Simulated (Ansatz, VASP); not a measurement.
**Two plane-wave programs on K3TaO3**

```
K Ta O
1.0
     4.67781   -5.75546    0.00000
     4.67781    5.75546    0.00000
     0.00000    0.00000    5.91251
K Ta O
6 2 6
Direct
  0.39557 0.60443 0.75000
  0.90602 0.68785 0.75000
  0.31215 0.09398 0.75000
  0.60443 0.39557 0.25000
  0.68785 0.90602 0.25000
  0.09398 0.31215 0.25000
  0.79804 0.20196 0.75000
  0.20196 0.79804 0.25000
  0.05022 0.30198 0.75000
  0.69802 0.94978 0.75000
  0.63536 0.36464 0.75000
  0.30198 0.05022 0.25000
  0.94978 0.69802 0.25000
  0.36464 0.63536 0.25000
```

Alike in both runs: functional PBE; k mesh 2 × 2 × 2; occupations gaussian, width 0.15 eV; no spin polarisation.

Ansatz relaxed the structure, and its values are those at the end. VASP's run is a single point on that final structure, the one shown.

|  | VASP | Ansatz |
| --- | --- | --- |
| version | VASP 6.6.1 | Ansatz 0.2.0 |
| potentials or method | VASP PAW PBE potentials, release 64 (K_sv, Ta_pv, O), cutoff 520 eV | scalar-relativistic, plane waves, PAW |
| valence electrons in the cell | 112 | 116 |

```tsv
	VASP	Ansatz	Ansatz less VASP
gap on the k mesh at the Fermi level (eV)	1.86	1.85	-0.017
least direct gap on the mesh (eV)	1.88	1.86	-0.017
pressure (GPa)	0.6	0.3	-0.33
rms of the force components (eV/Å)	0.073	0.020	-0.0532
```

VASP's potentials hold 112 valence electrons a cell and Ansatz's 116, so a difference there can come from the potentials and not from the codes.

The k mesh is coarse, so the values compare programs but aren't converged. Spin-orbit coupling is off throughout.
